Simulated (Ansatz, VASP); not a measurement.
**Two plane-wave programs on TiO2**

File INCAR:

```
PREC     = Accurate       # precision mode
ENCUT    = 520            # plane-wave cutoff, eV
EDIFF    = 1E-6           # SCF threshold, eV
ISMEAR   = 0              # smearing method
SIGMA    = 0.05           # smearing width, eV
LREAL    = False          # projectors in reciprocal space
LASPH    = True           # aspherical terms in the spheres
NELM     = 60             # most SCF steps
ALGO     = Normal         # electronic algorithm
ISIF     = 2              # what is computed and relaxed
LWAVE    = False          # write WAVECAR
LCHARG   = True           # write CHGCAR
GGA      = PE             # functional
LELF     = True           # ELF
LVHAR    = True         
NBANDS   = 33             # bands
```

KPOINTS

```
regular mesh
0
Gamma
  8 8 10
```

File POSCAR:

```
TiO2
1.0
    4.4978726633      0.0000000000      0.0000000000
    0.0000000000      4.4978726633      0.0000000000
    0.0000000000      0.0000000000      3.1584710294
Ti O
2 4
Direct
    0.0000000000      0.0000000000      0.0000000000
    0.5000000000      0.5000000000      0.5000000000
    0.3051105247      0.3051105247      0.0000000000
    0.1948894753      0.8051105247      0.5000000000
    0.6948894753      0.6948894753      0.0000000000
    0.8051105247      0.1948894753      0.5000000000
```

Input for Ansatz:

```yaml
crystal:
  lattice:
    - [4.4978726633, 0.0, 0.0]
    - [0.0, 4.4978726633, 0.0]
    - [0.0, 0.0, 3.1584710294]
  atoms:
    - { symbol: Ti, position: [0.0, 0.0, 0.0] }
    - { symbol: Ti, position: [0.5, 0.5, 0.5] }
    - { symbol: O, position: [0.3051105247, 0.3051105247, 0.0] }
    - { symbol: O, position: [0.1948894753, 0.8051105247, 0.5] }
    - { symbol: O, position: [0.6948894753, 0.6948894753, 0.0] }
    - { symbol: O, position: [0.8051105247, 0.1948894753, 0.5] }
basis:
  ecutwfc: 420
kpoints:
  mp_grid: { grid: [8, 8, 10] }
hamiltonian:
  xc: pbe
scf:
  occupations: { method: gaussian, width: 0.05 }
output:
  forces: true
  stress: true
  eigenvalues: true
```

Alike in both runs: task single point; functional PBE; k mesh 8 × 8 × 10; occupations gaussian, width 0.05 eV; no spin polarisation.

```csv
,VASP,Ansatz
version,VASP 6.6.1,Ansatz 0.2.0
potentials or method,"VASP PAW PBE potentials, release 64 (Ti_sv, O), cutoff 520 eV","scalar-relativistic, plane waves, PAW"
valence electrons in the cell,48,48
```

|  | VASP | Ansatz | Ansatz less VASP |
| --- | --- | --- | --- |
| gap on the k mesh at the Fermi level (eV) | 1.76 | 1.79 | +0.030 |
| least direct gap on the mesh (eV) | 1.76 | 1.79 | +0.030 |
| pressure (GPa) | -2.1 | -2.8 | -0.65 |
| traceless stress, the component that is largest in VASP (GPa) | -13.99 | -14.07 | -0.074 |
| rms of the force components (eV/Å) | 0.012 | 0.013 | +0.0018 |

Atom by atom the forces differ by 0.002 eV/Å (rms over components). With one functional, cell and mesh, what is left measures potentials, basis and numerics.
